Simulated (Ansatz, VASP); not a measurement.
**Two plane-wave programs on Li**

```
Li
1.0
     2.90985   -0.00055    0.00124
    -1.45540    2.51920    0.00542
     0.00419    0.02350    9.87151
Li
4
Direct
  0.02223 0.99922 0.00126
  0.33024 0.69040 0.25503
  0.99424 0.96337 0.49040
  0.65329 0.34701 0.75331
```

Change from the starting cell: all atoms moved at random, cell strained at random.

Alike in both runs: task single point; functional PBE; k mesh 14 × 14 × 4; occupations gaussian, width 0.1 eV; no spin polarisation.

|  | VASP | Ansatz |
| --- | --- | --- |
| version | VASP 6.6.1 | Ansatz 0.2.0 |
| potentials or method | VASP PAW PBE potentials, release 64 (Li_sv), cutoff 520 eV | scalar-relativistic, plane waves, PAW |
| valence electrons in the cell | 12 | 12 |

|  | VASP | Ansatz | Ansatz less VASP |
| --- | --- | --- | --- |
| gap on the k mesh at the Fermi level (eV) | none | none | - |
| rms of the force components (eV/Å) | 0.086 | 0.086 | -0.0001 |

Atom by atom the forces differ by 0.000 eV/Å (rms over components). A gap of «none» marks a metal or a gap that the smearing closes.

Noted on VASP's run: the cutoff is under 1.25 times that of the potentials, so the pressure is a little rough.
